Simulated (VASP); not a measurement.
Write the native input for VASP 6.6.1 that does the following.

```
Task                   : single point
Functional             : PBE
Potentials or basis    : VASP PAW PBE potentials, release 64 (Te)
Cutoff                 : 520 eV
k mesh                 : 15 × 15 × 15
Occupations            : fermi-dirac, width 0.08 eV
Spin                   : no spin polarisation
Dipole correction      : no
Further INCAR settings : ALGO = Normal; EDIFF = 1e-07; NBANDS = 13
```

The structure of Te lies in POSCAR:

```
Te
1.0
   -2.2949852390      2.2949852390      1.2219548523
    2.2949852390     -2.2949852390      1.2219548523
    2.2949852390      2.2949852390     -1.2219548523
Te
2
Direct
   -0.3750000000     -0.1250000000     -0.2500000000
    0.3750000000      0.1250000000      0.2500000000
```

This cell differs from its parent crystal: volume scaled by 0.4, source ansatz.

One way to write it, as run:

INCAR

```
PREC     = Accurate       # precision mode
ENCUT    = 520            # plane-wave cutoff, eV
EDIFF    = 1E-7           # SCF threshold, eV
ISMEAR   = -1             # smearing method
SIGMA    = 0.08           # smearing width, eV
LREAL    = False          # projectors in reciprocal space
LASPH    = True           # aspherical terms in the spheres
NELM     = 60             # most SCF steps
ALGO     = Normal         # electronic algorithm
ISIF     = 2              # what is computed and relaxed
LWAVE    = False          # write WAVECAR
LCHARG   = False          # write CHGCAR
GGA      = PE             # functional
NBANDS   = 13             # bands
```

KPOINTS

```
regular mesh
0
Gamma
  15 15 15
```

Potentials or basis: VASP PAW PBE potentials, release 64 (Te).

Command:

```bash
$ cat potpaw_PBE.64/Te/POTCAR > POTCAR
$ mpirun -np 1 vasp_std > vasp.out
```

Results of the run:

```json
{
  "Pressure": "325.2 GPa",
  "Band gap on the k mesh": "zero (band 6 reaches 32.15 eV, above the bottom of band 7 at 21.21 eV)"
}
```

Caveat: spin-orbit coupling is left out, which moves the levels of the heavy elements.

Wall time 3.5 min on 1 thread of Oxide Virtual Turin-like Processor (shared host), peak memory 0.19 GiB.
